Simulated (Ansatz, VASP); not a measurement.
## One calculation of CdS, two programs

```
Cd S
1.0
     0.00000    2.38603    2.38603
     2.38603    0.00000    2.38603
     2.38603    2.38603    0.00000
Cd S
1 1
Direct
  0.00000 0.00000 0.00000
  0.25000 0.25000 0.25000
```

Change from the starting cell: volume scaled by 0.55, LAPW.

Alike in both runs: task single point; functional PBEsol; k mesh 11 × 11 × 11; occupations fermi-dirac, width 0.1 eV; no spin polarisation.

|  | VASP | Ansatz |
| --- | --- | --- |
| version | VASP 6.6.1 | Ansatz 0.2.0 |
| potentials or method | VASP PAW PBE potentials, release 64 (Cd, S), cutoff 520 eV | all-electron LAPW, scalar-relativistic |

```csv
,VASP,Ansatz,Ansatz less VASP
pressure (GPa),148.6,143.9,-4.74
```

VASP's potentials were made for PBE, not for PBEsol. Both programs put the cell under a high pressure, so it lies far from rest at this level. Ansatz ran all-electron here, and VASP with PAW potentials.

Noted on VASP's run: the cell as given lies far from equilibrium.
